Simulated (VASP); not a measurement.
Wanted: the native input for a VASP 6.6.1 run.

```yaml
Task: single point
Functional: LDA
Potentials_or_basis: VASP PAW LDA potentials, release 64 (Ta_sv_GW, N)
Cutoff: 700 eV
k_mesh: 7 × 7 × 4
Occupations: gaussian, width 0.05 eV
Spin: non-collinear spin, zero start, spin-orbit coupling
Starting_moments: "[[-0.0, -0.0, -0.0], [0.0, 0.0, -0.0], [0.0, 0.0, -0.0], [-0.0, -0.0, 0.0]] μB"
Hubbard_terms: Ta d U = 4.0 eV
Dipole_correction: no
Further_INCAR_settings: ALGO = Normal; EDIFF = 1e-06; NBANDS = 50
```

The structure of TaN lies in POSCAR:

```
TaN
1.0
    3.0480018400      0.0000000000      0.0000000000
   -1.5240009200      2.6396470300      0.0000000000
    0.0000000000      0.0000000000      4.9179997800
Ta N
2 2
Direct
    0.0000000000      0.0000000000      0.0000000000
    0.0000000000      0.0000000000      0.5000000000
    0.3333333333      0.6666666667      0.2500000000
    0.6666666667      0.3333333333      0.7500000000
```

The input as run:

INCAR

```
PREC = Accurate
ENCUT = 700
EDIFF = 1E-6
ISMEAR = 0
SIGMA = 0.05
LREAL = False
LASPH = True
NELM = 200
ALGO = Normal
ISIF = 2
LWAVE = False
LCHARG = True
LNONCOLLINEAR = True
MAGMOM = 0 0 0 0 0 0 0 0 0 0 0 0
LORBIT = 11
LSORBIT = True
GGA_COMPAT = False
LORBMOM = True
LMAXMIX = 4
LDAU = True
LDAUTYPE = 2
LDAUL = 2 -1
LDAUU = 4 0
LDAUJ = 0 0
LDAUPRINT = 1
LVHAR = True
NBANDS = 50
```

KPOINTS

```
Automatic mesh
0
Gamma
  7 7 4
```

Potentials or basis: VASP PAW LDA potentials, release 64 (Ta_sv_GW, N).

Run with:

```bash
$ cat potpaw_LDA.64/Ta_sv_GW/POTCAR potpaw_LDA.64/N/POTCAR > POTCAR
$ mpirun -np 1 vasp_ncl > vasp.out
```

Results of the run:

```yaml
Pressure: 57.8 GPa
Net_moment: 0.00 μB per cell
Valence_electrons_inside_the_program's_atomic_spheres: Ta 12.05; N 3.80
```

Caveat: the stress differs along the axes, from 28 to 117 GPa.

It took 5.9 min on 1 thread of Intel(R) Xeon(R) Platinum 8375C CPU @ 2.90GHz (Ice Lake), on a shared host, peak memory 0.32 GiB.
